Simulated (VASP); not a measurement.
# CaO (Fm-3m) in VASP: relaxation of cell and atoms with LDA

Aim: the relaxation of cell and atoms of CaO with LDA.

All numbers are computed with VASP 6.6.1; they aren't measurements. Logs are shortened: lines on timing, memory, paths and dates and some standing lists are left out, and cuts for length are marked.

## 1. The cell of the first run

It takes space group Fm-3m (No. 225, cubic). Conventional cell: a = 4.708 Å, b = 4.708 Å, c = 4.708 Å, α = 90.00°, β = 90.00°, γ = 90.00°. Ca (site symmetry m-3m) has 6 O at 2.35 Å within 3.1 Å. Within 3.1 Å of O (site symmetry m-3m) lie 6 Ca at 2.35 Å.

## 2. Relaxation of cell and atoms, LDA, target pressure 15 GPa, at which the enthalpy is minimised

INCAR reads:

```
ALGO = Normal
EDIFF = 1E-7
EDIFFG = -0.002
ENCUT = 600
GGA = CA
IBRION = 2
ISIF = 3
ISMEAR = 0
LASPH = True
LCHARG = False
LREAL = False
LWAVE = False
NELM = 100
NSW = 100
PREC = Accurate
PSTRESS = 150.0
SIGMA = 0.01
```

KPOINTS reads:

```
k-points
0
Gamma
  8 8 8
```

POSCAR reads:

```
CaO
1.0
    2.3539498185      2.3539498185      0.0000000000
   -2.3539498185      2.3539498185      0.0000000000
    0.0000000000      2.3539498185      2.3539498185
Ca O
1 1
Direct
    0.0000000000      0.0000000000      0.0000000000
    0.5000000000      0.5000000000      0.0000000000
```

Potentials or basis: VASP PAW LDA potentials, release 64 (Ca_sv, O).

Run with:

```
cat potpaw_LDA.64/Ca_sv/POTCAR potpaw_LDA.64/O/POTCAR > POTCAR
mpirun -np 1 vasp_std > vasp.out
```

OUTCAR:

```text
EDIFF = 1E-7
   EDIFFG = -0.002
   ENCUT = 600
   GGA = CA
   IBRION = 2
   ISIF = 3
   ISMEAR = 0
   LASPH = True
   LREAL = False
   NELM = 100
   NSW = 100
   PREC = Accurate
   PSTRESS = 150.0

 ion  position               nearest neighbor table
   1  0.000  0.000  0.000-   2 2.35   2 2.35   2 2.35   2 2.35   2 2.35   2 2.35
   2  0.500  0.500  0.000-   1 2.35   1 2.35   1 2.35   1 2.35   1 2.35   1 2.35

  LATTYP: Found a face centered cubic cell.
 ALAT       =     4.7078996370

  Lattice vectors:

 A1 = (   0.0000000000,   2.3539498185,   2.3539498185)
 A2 = (   2.3539498185,   0.0000000000,   2.3539498185)
 A3 = (   2.3539498185,   2.3539498185,   0.0000000000)

Analysis of symmetry for initial positions (statically):
=====================================================================
 Subroutine PRICEL returns:
 Original cell was already a primitive cell.

 Routine SETGRP: Setting up the symmetry group for a
 face centered cubic supercell.

 Subroutine GETGRP returns: Found 48 space group operations
 (whereof 48 operations were pure point group operations)
 out of a pool of 48 trial point group operations.

The static configuration has the point symmetry O_h .

Analysis of symmetry for dynamics (positions and initial velocities):
=====================================================================
 Subroutine PRICEL returns:
 Original cell was already a primitive cell.

 Routine SETGRP: Setting up the symmetry group for a
 face centered cubic supercell.

 Subroutine GETGRP returns: Found 48 space group operations
 (whereof 48 operations were pure point group operations)
 out of a pool of 48 trial point group operations.

The dynamic configuration has the point symmetry O_h .

 Subroutine INISYM returns: Found 48 space group operations
 (whereof 48 operations are pure point group operations),
 and found     1 'primitive' translations

----------------------------------------------------------------------------------------

                                     Primitive cell

  volume of cell :      26.0868

  direct lattice vectors                    reciprocal lattice vectors
     2.353949818  2.353949818  0.000000000     0.212408946  0.212408946 -0.212408946
    -2.353949818  2.353949818  0.000000000    -0.212408946  0.212408946 -0.212408946
     0.000000000  2.353949818  2.353949818     0.000000000  0.000000000  0.424817892

  length of vectors
     3.328987758  3.328987758  3.328987758     0.367903087  0.367903087  0.424817892

  position of ions in fractional coordinates (direct lattice)
     0.000000000  0.000000000  0.000000000
     0.500000000  0.500000000  0.000000000

  ion indices of the primitive-cell ions
   primitive index   ion index
                 1           1
                 2           2

----------------------------------------------------------------------------------------

 KPOINTS: k-points

Automatic generation of k-mesh.
 Grid dimensions read from file:
 generate k-points for:    8    8    8

 Generating k-lattice:

  Cartesian coordinates                     Fractional coordinates (reciprocal lattice)
     0.026551118  0.026551118 -0.026551118     0.125000000  0.000000000  0.000000000
    -0.026551118  0.026551118 -0.026551118     0.000000000  0.125000000  0.000000000
     0.000000000  0.000000000  0.053102237     0.000000000  0.000000000  0.125000000

  Length of vectors
     0.045987886  0.045987886  0.053102237

  Shift w.r.t. Gamma in fractional coordinates (k-lattice)
     0.000000000  0.000000000  0.000000000

 Subroutine IBZKPT returns following result:
 ===========================================

 Found     29 irreducible k-points:

 Following reciprocal coordinates:
            Coordinates               Weight
  0.000000  0.000000  0.000000      1.000000
  0.125000  0.000000  0.000000      8.000000
  0.250000  0.000000  0.000000      8.000000
  0.375000  0.000000  0.000000      8.000000
  0.500000  0.000000  0.000000      4.000000
  0.125000  0.125000  0.000000     12.000000
[... 16 lines left out ...]
  0.375000  0.250000  0.125000     48.000000
  0.500000  0.250000  0.125000     24.000000
 [... further k-points ...]
   k-points           NKPTS =     29   k-points in BZ     NKDIM =     29   number of bands    NBANDS=     12
   number of dos      NEDOS =    301   number of ions     NIONS =      2
   total plane-waves  NPLWV =  21952
   dimension x,y,z NGX =    28 NGY =   28 NGZ =   28
   dimension x,y,z NGXF=    56 NGYF=   56 NGZF=   56
   ions per type =               1   1
   NGX,Y,Z   is equivalent  to a cutoff of  13.98, 13.98, 13.98 a.u.
   NGXF,Y,Z  is equivalent  to a cutoff of  27.97, 27.97, 27.97 a.u.
 SYSTEM =  unknown system
   PREC   = accura    normal or accurate (medium, high low for compatibility)
   ISTART =      0    job   : 0-new  1-cont  2-samecut
   ICHARG =      2    charge: 1-file 2-atom 10-const
   ISPIN  =      1    spin polarized calculation?
   LNONCOLLINEAR =      F non collinear calculations
   LSORBIT =      F    spin-orbit coupling
   LASPH  =      T    aspherical Exc in radial PAW
   ENCUT  =  600.0 eV  44.10 Ry    6.64 a.u.   6.65  6.65  6.65*2*pi/ulx,y,z
   NELM   =    100;   NELMIN=  2; NELMDL= -5     # of ELM steps
   EDIFF  = 0.1E-06   stopping-criterion for ELM
   LREAL  =      F    real-space projection
   EDIFFG = -.2E-02   stopping-criterion for IOM
   NSW    =    100    number of steps for IOM
   IBRION =      2    ionic relax: 0-MD 1-quasi-New 2-CG
   NFREE  =      1    steps in history (QN), initial steepest desc. (CG)
   ISIF   =      3    stress and relaxation
   ISYM   =      2    0-nonsym 1-usesym 2-fastsym
   POTIM  = 0.5000    time-step for ionic-motion
   TEBEG  =    0.0;   TEEND  =   0.0 temperature during run
   PSTRESS=  150.0 pullay stress
   NELECT =      16.0000    total number of electrons
   NUPDOWN=      -1.0000    fix difference up-down
   EMIN   =  10.00;   EMAX   =-10.00  energy-range for DOS
   EFERMI =   0.00;   METHOD = LEGACY
   ISMEAR =     0;   SIGMA  =   0.01  broadening in eV -4-tet -1-fermi 0-gaus
   EFERMI_NEDOS =   21; number of points for ismear=-14 and -15
   IALGO  =     38    algorithm
   IMIX   =      4    mixing-type and parameters
     AMIX     =   0.40;   BMIX     =  1.00
     AMIX_MAG =   1.60;   BMIX_MAG =  1.00
  volume/ion in A,a.u.               =      13.04        88.02
  Fermi-wavevector in a.u.,A,eV,Ry     =   1.390938  2.628491 26.323290  1.934707
  Thomas-Fermi vector in A             =   2.514825
   LORBIT       =      0    0 simple, 1 ext, 2 COOP (PROOUT), +10 PAW based schemes
   GGA     = CA    functional components
   LHFCALC =     F    Hartree Fock is set to
   AEXX    =    0.0000 exact exchange contribution
   IVDW    =     0    specifies the selected vdW correction
   LEPSILON=     F    determine dielectric tensor
   LRPA    =     F    only Hartree local field effects (RPA)
 conjugate gradient relaxation of ions
 non-spin polarized calculation
 Gauss-broadening in eV      SIGMA  =   0.01
  energy-cutoff  :      600.00
  volume of cell :       26.09
 maximum number of plane-waves:       893
   NGX = 13   NGY = 13   NGZ = 13

--------------------------------------- Ionic step        1  -------------------------------------------

 number of electron      15.9999999 magnetization

 Free energy of the ion-electron system (eV)
  ---------------------------------------------------
  ext. energy  EPLUGINS =         0.00000000
  ---------------------------------------------------
  free energy    TOTEN  =       -14.22306067 eV

  energy without entropy =      -14.22306067  energy(sigma->0) =      -14.22306067

------------------------ aborting loop because EDIFF is reached ----------------------------------------

  FORCE on cell =-STRESS in cart. coord.  units (eV):
  Direction    XX          YY          ZZ          XY          YZ          ZX
  --------------------------------------------------------------------------------------
  -------------------------------------------------------------------------------------
  Total        0.1366211      0.1366211      0.1366211     -0.0000000      0.0000000     -0.0000000
  in kB        8.3908686      8.3908686      8.3908686     -0.0000000      0.0000000     -0.0000000
  external PRESSURE =    -141.6091314 kB  Pullay stress =     150.0000000 kB

 VOLUME and BASIS-vectors are now :
 -----------------------------------------------------------------------------
  energy-cutoff  :      600.00
  volume of cell :       26.09
      direct lattice vectors                 reciprocal lattice vectors
     2.353949818  2.353949818  0.000000000     0.212408946  0.212408946 -0.212408946
    -2.353949818  2.353949818  0.000000000    -0.212408946  0.212408946 -0.212408946
     0.000000000  2.353949818  2.353949818     0.000000000  0.000000000  0.424817892
[... 160 lines left out ...]
  FREE ENERGIE OF THE ION-ELECTRON SYSTEM (eV)
  ---------------------------------------------------
  free  energy   TOTEN  =       -14.1226965806 eV

  energy  without entropy=      -14.1226965806  energy(sigma->0) =      -14.12269658

  enthalpy is  TOTEN    =       -11.8856238168 eV   P V=        2.2370727638

--------------------------------------- Ionic step        6  -------------------------------------------

 number of electron      16.0000002 magnetization

 Free energy of the ion-electron system (eV)
  ---------------------------------------------------
  ext. energy  EPLUGINS =         0.00000000
  ---------------------------------------------------
  free energy    TOTEN  =       -14.12153323 eV

  energy without entropy =      -14.12153323  energy(sigma->0) =      -14.12153323

 E-fermi :   3.0304     XC(G=0): -11.7874

 val. band max:        2.9624415733   @ k =   0.0000   0.0000   0.0000
 cond. band min:       6.2900199708   @ k =   0.5000   0.5000   0.0000
 fundamental gap:      3.3275783976
 Fermi energy:         3.0304324375

 k-point     1 :       0.0000    0.0000    0.0000
  band No.  band energies     occupation
      1     -33.5616      2.00000
      2     -14.4477      2.00000
      3     -14.4477      2.00000
      4     -14.4477      2.00000
      5     -12.5395      2.00000
      6       2.9624      2.00000
      7       2.9624      2.00000
      8       2.9624      2.00000
      9       8.8540      0.00000
     10       9.3877      0.00000
     11       9.3877      0.00000
     12       9.3877      0.00000

 k-point     2 :       0.1250    0.0000    0.0000
  band No.  band energies     occupation
      1     -33.5306      2.00000
      2     -14.9213      2.00000
      3     -14.4598      2.00000
      4     -14.4598      2.00000
      5     -12.0683      2.00000
      6       2.3619      2.00000
      7       2.6774      2.00000
      8       2.6774      2.00000
      9       9.3229      0.00000
     10       9.6009      0.00000
     11       9.7140      0.00000
     12       9.7140      0.00000
[... 316 lines left out ...]
 k-point    24 :       0.5000    0.2500    0.1250
  band No.  band energies     occupation
      1     -33.3127      2.00000
      2     -16.0898      2.00000
      3     -14.8643      2.00000
      4     -14.6631      2.00000
      5     -11.0183      2.00000
      6       0.6171      2.00000
      7       1.6546      2.00000
      8       1.6700      2.00000
      9      10.1766      0.00000
     10      10.2481      0.00000
     11      12.5659      0.00000
     12      13.0739      0.00000

 [... further k-points ...]
[... 5 lines left out ...]
  --------------------------------------------------------------------------------------
  -------------------------------------------------------------------------------------
  Total        2.2366647      2.2366647      2.2366647     -0.0000000      0.0000000     -0.0000000
  in kB      150.0509137    150.0509137    150.0509137     -0.0000000      0.0000000     -0.0000000
  external PRESSURE =       0.0509137 kB  Pullay stress =     150.0000000 kB

 VOLUME and BASIS-vectors are now :
 -----------------------------------------------------------------------------
  energy-cutoff  :      600.00
  volume of cell :       23.88
      direct lattice vectors                 reciprocal lattice vectors
     2.285673935  2.285673935 -0.000000000     0.218753862  0.218753862 -0.218753862
    -2.285673935  2.285673935 -0.000000000    -0.218753862  0.218753862 -0.218753862
     0.000000000  2.285673935  2.285673935     0.000000000  0.000000000  0.437507724

 POSITION                                       TOTAL-FORCE (eV/Angst)
 -----------------------------------------------------------------------------------
      0.00000      2.28567      2.28567         0.000000     -0.000000      0.000000
      0.00000      2.28567     -0.00000        -0.000000      0.000000      0.000000
 -----------------------------------------------------------------------------------
    total drift:                               -0.000000      0.000000     -0.000000

  FREE ENERGIE OF THE ION-ELECTRON SYSTEM (eV)
  ---------------------------------------------------
  free  energy   TOTEN  =       -14.1215332257 eV

  energy  without entropy=      -14.1215332257  energy(sigma->0) =      -14.12153323

  enthalpy is  TOTEN    =       -11.8856274418 eV   P V=        2.2359057839

 reached required accuracy - stopping structural energy minimisation
```

Wall time 23 s (1 thread of Intel Xeon 6975P-C (Granite Rapids), shared host); peak memory 0.16 GiB.

Results:

| Item | Value |
| --- | --- |
| Free energy | -14.1215 eV |
| Relaxed volume | 11.94 Å³/atom |
| Relaxed cell | a = 3.232 Å, b = 3.232 Å, c = 3.232 Å, α = 60.00°, β = 60.00°, γ = 90.00° |
| Space group after relaxing (to 0.05 Å) | Fm-3m (No. 225) |
| Energy change on relaxing (the enthalpy is what falls) | +50.8 meV/atom |
| Ionic steps | 6 |
| Pressure after relaxing | 15.0 GPa |
| Band gap on the k mesh | 3.33 eV, indirect (least direct gap 3.64 eV) |

Step by step:
```
step  energy change (eV)  largest force (eV/Å)  pressure (GPa)  volume (Å³)
   1              0.0000                0.0000            0.84        26.09
   2              0.3859                0.0000           33.98        21.97
   3              0.0986                0.0000           14.76        23.91
   4              0.1026                0.0000           15.10        23.87
   5              0.1004                0.0000           14.93        23.89
   6              0.1015                0.0000           15.01        23.88
```

Final structure:
```xyz
2
Lattice="2.2857 2.2857 0.0000 -2.2857 2.2857 0.0000 0.0000 2.2857 2.2857" Properties=species:S:1:pos:R:3 pbc="T T T"
Ca    0.0000    2.2857    2.2857
O     0.0000    2.2857    0.0000
```

Caveat: the cell is relaxed towards a set pressure, so the enthalpy falls and the energy may rise. Zero-point motion and thermal expansion aren't in these numbers.
